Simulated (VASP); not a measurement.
# TmO (F-43m) in VASP: single point with PBE+U

Aim: the single point of TmO with PBE+U.

Everything below comes from runs of VASP 6.6.1. Logs are shortened: lines on timing, memory, paths and dates and some standing lists are left out, and cuts for length are marked.

## Step 1: The cell of the first run

The structure is cubic, space group F-43m (No. 216). The conventional cell has a = 5.275 Å, b = 5.275 Å, c = 5.275 Å, α = 90.00°, β = 90.00°, γ = 90.00°. Tm (site symmetry -43m) has 4 O at 2.28 Å within 3.0 Å. O (site symmetry -43m) has 4 Tm at 2.28 Å within 3.0 Å.

## Step 2: Single point, PBE+U, collinear spin, ferromagnetic start

Contents of INCAR:

```
ALGO = Normal
EDIFF = 1E-6
ENCUT = 520
GGA = PE
ISIF = 2
ISMEAR = 0
ISPIN = 2
LASPH = True
LCHARG = True
LDAU = True
LDAUJ = 0 0
LDAUL = 3 -1
LDAUPRINT = 1
LDAUTYPE = 2
LDAUU = 6 0
LELF = True
LMAXMIX = 6
LORBIT = 11
LREAL = False
LVHAR = True
LWAVE = False
MAGMOM = 1 0
NBANDS = 26
NELM = 150
PREC = Accurate
SIGMA = 0.05
```

Contents of KPOINTS:

```
k-points
0
Gamma
  5 5 5
```

Contents of POSCAR:

```
TmO
1.0
    0.0000000000      2.6375669698      2.6375669698
    2.6375669698      0.0000000000      2.6375669698
    2.6375669698      2.6375669698      0.0000000000
Tm O
1 1
Direct
    0.0000000000      0.0000000000      0.0000000000
    0.2500000000      0.2500000000      0.2500000000
```

Potentials or basis: VASP PAW PBE potentials, release 64 (Tm, O).

On the command line:

```console
$ cat potpaw_PBE.64/Tm/POTCAR potpaw_PBE.64/O/POTCAR > POTCAR
$ mpirun -np 1 vasp_std > vasp.out
```

OUTCAR:

```text
EDIFF = 1E-6
   ENCUT = 520
   GGA = PE
   ISIF = 2
   ISMEAR = 0
   ISPIN = 2
   LASPH = True
   LORBIT = 11
   LREAL = False
   NELM = 150
   PREC = Accurate

 ion  position               nearest neighbor table
   1  0.000  0.000  0.000-   2 2.28   2 2.28   2 2.28   2 2.28
   2  0.250  0.250  0.250-   1 2.28   1 2.28   1 2.28   1 2.28

  LATTYP: Found a face centered cubic cell.
 ALAT       =     5.2751339396

  Lattice vectors:

 A1 = (   0.0000000000,   2.6375669698,   2.6375669698)
 A2 = (   2.6375669698,   0.0000000000,   2.6375669698)
 A3 = (   2.6375669698,   2.6375669698,   0.0000000000)

Analysis of symmetry for initial positions (statically):
=====================================================================
 Subroutine PRICEL returns:
 Original cell was already a primitive cell.

 Routine SETGRP: Setting up the symmetry group for a
 face centered cubic supercell.

 Subroutine GETGRP returns: Found 24 space group operations
 (whereof 24 operations were pure point group operations)
 out of a pool of 48 trial point group operations.

The static configuration has the point symmetry T_d .

Analysis of symmetry for dynamics (positions and initial velocities):
=====================================================================
 Subroutine PRICEL returns:
 Original cell was already a primitive cell.

 Routine SETGRP: Setting up the symmetry group for a
 face centered cubic supercell.

 Subroutine GETGRP returns: Found 24 space group operations
 (whereof 24 operations were pure point group operations)
 out of a pool of 48 trial point group operations.

The dynamic configuration has the point symmetry T_d .

Analysis of structural, dynamic, and magnetic symmetry:
=====================================================================
 Subroutine PRICEL returns:
 Original cell was already a primitive cell.

 Routine SETGRP: Setting up the symmetry group for a
 face centered cubic supercell.

 Subroutine GETGRP returns: Found 24 space group operations
 (whereof 24 operations were pure point group operations)
[... 165 lines left out ...]
  o =  0.9921  v =  0.0000  0.0000  0.0000  0.0000  0.0000  0.0000  0.0000  0.0000 -0.0000  0.0000  0.0000  0.7904 -0.0181  0.6123      0.0000  0.0000  0.0000  0.0000  0.0000  0.0000  0.0000  0.0000  0.0000  0.0000  0.0000  0.0000  0.0000  0.0000
  o =  0.9933  v = -0.0010  0.0000  0.0012 -0.0000  0.0075 -1.0000  0.0058  0.0000  0.0000  0.0000  0.0000  0.0000  0.0000  0.0000      0.0000  0.0000  0.0000  0.0000  0.0000  0.0000  0.0000  0.0000  0.0000  0.0000  0.0000  0.0000  0.0000  0.0000
  o =  0.9933  v = -0.0003 -0.0000  0.0004 -0.0000  0.7905  0.0095  0.6123  0.0000  0.0000  0.0000  0.0000  0.0000  0.0000  0.0000      0.0000  0.0000  0.0000  0.0000  0.0000  0.0000  0.0000  0.0000  0.0000  0.0000  0.0000  0.0000  0.0000  0.0000
  o =  0.9933  v = -0.6124 -0.0000  0.7906  0.0000 -0.0004  0.0016 -0.0003  0.0000  0.0000  0.0000  0.0000  0.0000  0.0000  0.0000      0.0000  0.0000  0.0000  0.0000  0.0000  0.0000  0.0000  0.0000  0.0000  0.0000  0.0000  0.0000  0.0000  0.0000

 number of electron      28.9999996 magnetization       1.0169720

 Free energy of the ion-electron system (eV)
  ---------------------------------------------------
  ext. energy  EPLUGINS =         0.00000000
  ---------------------------------------------------
  free energy    TOTEN  =       -13.52390654 eV

  energy without entropy =      -13.52250418  energy(sigma->0) =      -13.52320536

 E-fermi :   2.8372     XC(G=0): -10.0846

 val. band max:        2.7778703299   @ k =  -0.2000   0.2000   0.0000
 cond. band min:       3.1698983289   @ k =   0.2000   0.0000   0.0000
 fundamental gap:      0.3920279990
 Fermi energy:         2.8372140014

 spin component 1

 k-point     1 :       0.0000    0.0000    0.0000
  band No.  band energies     occupation
      1     -45.6545      1.00000
      2     -19.0967      1.00000
      3     -19.0967      1.00000
      4     -19.0967      1.00000
      5     -15.9109      1.00000
      6      -1.8455      1.00000
[... 279 lines left out ...]
     25      19.4308      0.00000
     26      21.0549      0.00000
 Fermi energy:         2.8372140014

 spin component 2

 k-point     1 :       0.0000    0.0000    0.0000
  band No.  band energies     occupation
      1     -45.2052      1.00000
      2     -18.7819      1.00000
      3     -18.7819      1.00000
      4     -18.7819      1.00000
      5     -15.8499      1.00000
      6      -1.8227      1.00000
[... 279 lines left out ...]
     25      19.4910      0.00000
     26      21.1253      0.00000

------------------------ aborting loop because EDIFF is reached ----------------------------------------

  FORCE on cell =-STRESS in cart. coord.  units (eV):
  Direction    XX          YY          ZZ          XY          YZ          ZX
  --------------------------------------------------------------------------------------
  -------------------------------------------------------------------------------------
  Total        0.2883564      0.2883564      0.2883564      0.0000000      0.0000000      0.0000000
  in kB       12.5892468     12.5892468     12.5892468      0.0000000      0.0000000      0.0000000
  external PRESSURE =      12.5892468 kB  Pullay stress =       0.0000000 kB

 VOLUME and BASIS-vectors are now :
 -----------------------------------------------------------------------------
  energy-cutoff  :      520.00
  volume of cell :       36.70
      direct lattice vectors                 reciprocal lattice vectors
     0.000000000  2.637566970  2.637566970    -0.189568646  0.189568646  0.189568646
     2.637566970  0.000000000  2.637566970     0.189568646 -0.189568646  0.189568646
     2.637566970  2.637566970  0.000000000     0.189568646  0.189568646 -0.189568646

 POSITION                                       TOTAL-FORCE (eV/Angst)
 -----------------------------------------------------------------------------------
      0.00000      0.00000      0.00000         0.000000      0.000000      0.000000
      1.31878      1.31878      1.31878        -0.000000     -0.000000     -0.000000
 -----------------------------------------------------------------------------------
    total drift:                                0.000000      0.000000     -0.000000

  FREE ENERGIE OF THE ION-ELECTRON SYSTEM (eV)
  ---------------------------------------------------
  free  energy   TOTEN  =       -13.5239065421 eV

  energy  without entropy=      -13.5225041829  energy(sigma->0) =      -13.52320536

 total charge

# of ion       s       p       d       f       tot
--------------------------------------------------
    1        2.107   6.045   0.401  12.821  21.373
    2        1.559   3.447   0.000   0.000   5.006
--------------------------------------------------
tot          3.666   9.492   0.401  12.821  26.379

 magnetization (x)

# of ion       s       p       d       f       tot
--------------------------------------------------
    1        0.003  -0.014   0.001   1.014   1.003
    2       -0.001  -0.007   0.000   0.000  -0.008
--------------------------------------------------
tot          0.001  -0.021   0.001   1.014   0.995
```

OSZICAR:

```text
N       E                     dE             d eps       ncg     rms          rms(c)
DAV:   1     0.194782502320E+03    0.19478E+03   -0.10332E+04  1536   0.751E+03
DAV:   2     0.157516199492E+02   -0.17903E+03   -0.16075E+03  1402   0.777E+02
[... 25 lines left out ...]
DAV:  28    -0.135238824182E+02   -0.12204E-04   -0.63945E-05  1854   0.191E-01    0.145E-01
DAV:  29    -0.135238977966E+02   -0.15378E-04   -0.30177E-05  1702   0.160E-01    0.944E-02
DAV:  30    -0.135239017579E+02   -0.39612E-05   -0.43057E-05  1702   0.219E-01    0.631E-02
DAV:  31    -0.135239044875E+02   -0.27296E-05   -0.20804E-05  1792   0.115E-01    0.323E-02
DAV:  32    -0.135239062418E+02   -0.17543E-05   -0.33273E-06  1486   0.196E-02    0.232E-02
DAV:  33    -0.135239065421E+02   -0.30027E-06   -0.13752E-06   974   0.372E-02
   1 F= -.13523907E+02 E0= -.13523205E+02  d E =-.140236E-02  mag=     1.0172
```

stdout:

```text
POSCAR found type information on POSCAR TmO
 POSCAR found :  2 types and       2 ions
 scaLAPACK will be used
 LDA part: xc-table for (Slater+PW92), standard interpolation
 POSCAR, INCAR and KPOINTS ok, starting setup
 FFT: planning ... GRIDC
 FFT: planning ... GRID_SOFT
 FFT: planning ... GRID
 WAVECAR not read
 entering main loop
```

It took 72 s on 1 thread of Intel Xeon Platinum 8488C (Sapphire Rapids), shared host; peak memory 0.19 GiB.

Results:

```
Free energy                                           : -13.5239 eV
Pressure                                              : 1.3 GPa
Band gap on the k mesh                                : zero (filled and empty bands overlap)
Net moment                                            : 1.02 μB per cell
Site moments                                          : Tm +1.00; O -0.01 μB
Valence electrons inside the program's atomic spheres : Tm 21.37; O 5.01
```

Levels at points of the mesh, in eV from the Fermi level:
Spin up:
| k point | band 11 | band 12 | band 13 | band 14 | band 15 | band 16 | band 17 | band 18 | band 19 | band 20 |
| --- | --- | --- | --- | --- | --- | --- | --- | --- | --- | --- |
| (0.00, 0.00, 0.00) | -1.06 | -1.06 | -0.93 | -0.93 | -0.93 | -0.68 | 5.48 | 5.48 | 7.09 | 7.09 |
Spin down:
```csv
k point,band 11,band 12,band 13,band 14,band 15,band 16,band 17,band 18
"(0.00, 0.00, 0.00)",-0.63,-0.63,-0.13,-0.13,-0.13,5.47,5.47,5.96
```

Eigenvalues of the final occupation matrices:
```csv
site,spin,trace,eigenvalues
site 1 f,1,6.92,0.98 0.99 0.99 0.99 0.99 0.99 0.99
site 1 f,2,5.91,0.01 0.97 0.97 0.97 0.99 0.99 0.99
```

Caveat: the k points lie up to 0.41 Å⁻¹ apart, too coarse for converged energies and pressures of a metal; the magnetic or orbital state may not be the lowest; spin-orbit coupling is left out, which moves the levels of the heavy elements. The state reached can hang on the start; a lower one may exist.
